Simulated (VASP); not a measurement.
Here is a VASP 6.6.1 calculation.

INCAR

```
SYSTEM = Sn
ALGO     = Normal         ! electronic algorithm
EDIFF    = 1E-6           ! SCF threshold, eV
ENCUT    = 520            ! plane-wave cutoff, eV
GGA      = CA             ! functional
ISIF     = 2              ! what is computed and relaxed
ISMEAR   = -1             ! smearing method
LASPH    = .True.         ! aspherical terms in the spheres
LCHARG   = .False.        ! write CHGCAR
LREAL    = .False.        ! projectors in reciprocal space
LWAVE    = .False.        ! write WAVECAR
NBANDS   = 21             ! bands
NELM     = 60             ! most SCF steps
PREC     = Accurate       ! precision mode
SIGMA    = 0.15           ! smearing width, eV
```

KPOINTS

```
k-points
0
Gamma
  12 12 12
  0 0 0
```

File POSCAR:

```
Sn
1.0
    0.0000000000      3.2163958781      3.2163958781
    3.2163958781      0.0000000000      3.2163958781
    3.2163958781      3.2163958781      0.0000000000
Sn
2
Direct
    0.5000000000      0.5000000000      0.5000000000
    0.7500000000      0.7500000000      0.7500000000
```

Potentials or basis: VASP PAW LDA potentials, release 64 (Sn_d).

Run with:

```sh
$ cat potpaw_LDA.64/Sn_d/POTCAR > POTCAR
$ mpirun -np 1 vasp_std > vasp.out
```

Question: Estimate the band gap on the k mesh.

Answer: Zero (band 14 reaches 5.74 eV, above the bottom of band 15 at 5.60 eV).

Question: What does it give for the pressure?

Answer: 1.0 GPa.

Caveat: spin-orbit coupling is left out, which moves the levels of the heavy elements.
